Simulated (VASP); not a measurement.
A run of VASP 6.6.1 is set up as follows.

POSCAR

```
SnSe2
1.0
    3.8251493298      0.0000000000      0.0000000000
   -1.9125746649      3.3126764929      0.0000000000
    0.0000000000      0.0000000000      6.3516206456
Sn Se
1 2
Direct
    0.0000000000      0.0000000000      0.0000000000
    0.3333333333      0.6666666667      0.2485898308
    0.6666666667      0.3333333333      0.7514101692
```

The input INCAR.step1:

```
SYSTEM = SnSe2
ALGO     = Normal         ! electronic algorithm
EDIFF    = 1E-4           ! SCF threshold, eV
ENCUT    = 520            ! plane-wave cutoff, eV
GGA      = PE             ! functional
GGA_COMPAT= .False.      
ISMEAR   = -1             ! smearing method
LASPH    = .True.         ! aspherical terms in the spheres
LCHARG   = .False.        ! write CHGCAR
LREAL    = .False.        ! projectors in reciprocal space
LSORBIT  = .True.         ! spin-orbit coupling
LWAVE    = .True.         ! write WAVECAR
MAGMOM   = 0 0 0 0 0 0 0 0 0 ! initial moments
NBANDS   = 39             ! bands
NELM     = 150            ! most SCF steps
PREC     = Accurate       ! precision mode
SIGMA    = 0.02           ! smearing width, eV
```

The input INCAR.step2:

```
SYSTEM = SnSe2
ALGO     = Normal         ! electronic algorithm
EDIFF    = 1E-6           ! SCF threshold, eV
ENCUT    = 520            ! plane-wave cutoff, eV
GGA_COMPAT= .False.      
ISIF     = 2              ! what is computed and relaxed
ISMEAR   = -1             ! smearing method
ISTART   = 1            
LASPH    = .True.         ! aspherical terms in the spheres
LCHARG   = .True.         ! write CHGCAR
LMIXTAU  = .True.       
LORBIT   = 11             ! projections on sites
LORBMOM  = .True.       
LREAL    = .False.        ! projectors in reciprocal space
LSORBIT  = .True.         ! spin-orbit coupling
LVHAR    = .True.       
LWAVE    = .False.        ! write WAVECAR
MAGMOM   = 0 0 0 0 0 0 0 0 0 ! initial moments
METAGGA  = R2SCAN         ! meta-GGA
NBANDS   = 39             ! bands
NELM     = 150            ! most SCF steps
PREC     = Accurate       ! precision mode
SIGMA    = 0.02           ! smearing width, eV
```

KPOINTS

```
k-points
0
Gamma
  12 12 4
  0 0 0
```

Potentials or basis: VASP PAW PBE potentials, release 64 (Sn_d, Se).

Launch:

```bash
$ cat potpaw_PBE.64/Sn_d/POTCAR potpaw_PBE.64/Se/POTCAR > POTCAR
$ cp INCAR.step1 INCAR
$ mpirun -np 1 vasp_ncl > vasp.out
$ cp INCAR.step2 INCAR
$ mpirun -np 1 vasp_ncl > vasp.out
```

What does it give for the pressure?

0.7 GPa.

Predict the largest force.

0.013 eV/Å.

Estimate the net moment.

0.00 μB per cell.

Forces on the atoms (eV/Å):
```
Sn   0.000  0.000  0.000
Se   0.000  0.000 -0.013
Se   0.000  0.000  0.013
```

Caveat: the cell differs from its parent crystal (uniaxial z strain +2.0%); the PAW data sets were made with another functional, which shifts forces and pressure a little.
